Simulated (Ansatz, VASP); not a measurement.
## One calculation of ZnSe, two programs

```
Se Zn
1.0
     0.00000    2.83380    2.83380
     2.83380    0.00000    2.83380
     2.83380    2.83380    0.00000
Se Zn
1 1
Direct
  0.75000 0.75000 0.75000
  0.00000 0.00000 0.00000
```

Alike in both runs: task single point; functional PBE0; k mesh 4 × 4 × 4; occupations fermi-dirac, width 0.05 eV; no spin polarisation.

|  | VASP | Ansatz |
| --- | --- | --- |
| version | VASP 6.6.1 | Ansatz 0.2.0 |
| potentials or method | VASP PAW PBE potentials, release 64 (Se, Zn), cutoff 520 eV | all-electron PAW datasets made for the crystal |

VASP gave:

| Property | Result |
| --- | --- |
| gap on the k mesh at the Fermi level (eV) | 3.14 |
| least direct gap on the mesh (eV) | 3.14 |
| pressure (GPa) | 1.2 |

**Question.** Which values does Ansatz return?

**Answer.** gap on the k mesh at the Fermi level (eV): 3.11; least direct gap on the mesh (eV): 3.11; pressure (GPa): 1.3.

Ansatz ran all-electron here, and VASP with PAW potentials.

The k mesh is coarse, so the values compare programs but aren't converged.
